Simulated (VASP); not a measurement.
Runs of VASP 6.6.1 on CoSi2 (fluorite type). The structure is that of space group Fm-3m (No. 225), or close to it. The cells are those of the table. 

| task | cell | k mesh | cutoff (eV) | gap on the mesh (eV) | pressure (GPa) |
| --- | --- | --- | --- | --- | --- |
| single point | a = 3.790 Å, angles 60.0°, 3 atoms | 11 × 11 × 11 | 520 | none | -0.2 |
| single point | a = 3.363 Å, angles 60.0°, 3 atoms | 12 × 12 × 12 | 520 | none | (a) |
| relaxation of cell and atoms | relaxed to 140 GPa from a = 3.363 Å, angles 60.0°, 3 atoms | 12 × 12 × 12 | 600 | none | 140.0 |
| relaxation of cell and atoms | relaxed from a = 3.743 Å, angles 60.0°, 3 atoms | 11 × 11 × 11 | 600 | none | 0.0 |
| relaxation of cell and atoms | relaxed to 140 GPa from a = 3.365 Å, angles 60.0°, 3 atoms | 12 × 12 × 12 | 600 | none | 140.0 |

Alike in all rows: level PBE; potentials or basis VASP PAW PBE potentials, release 64 (Co, Si); no spin polarisation; smearing fermi-dirac 0.08 eV.

Fill in the values left out.

(a) 140.5.

Caveats: the cell is relaxed towards a set pressure, so the enthalpy falls and the energy may rise (some runs).

A gap of «none» marks levels without a gap at the run's occupations.
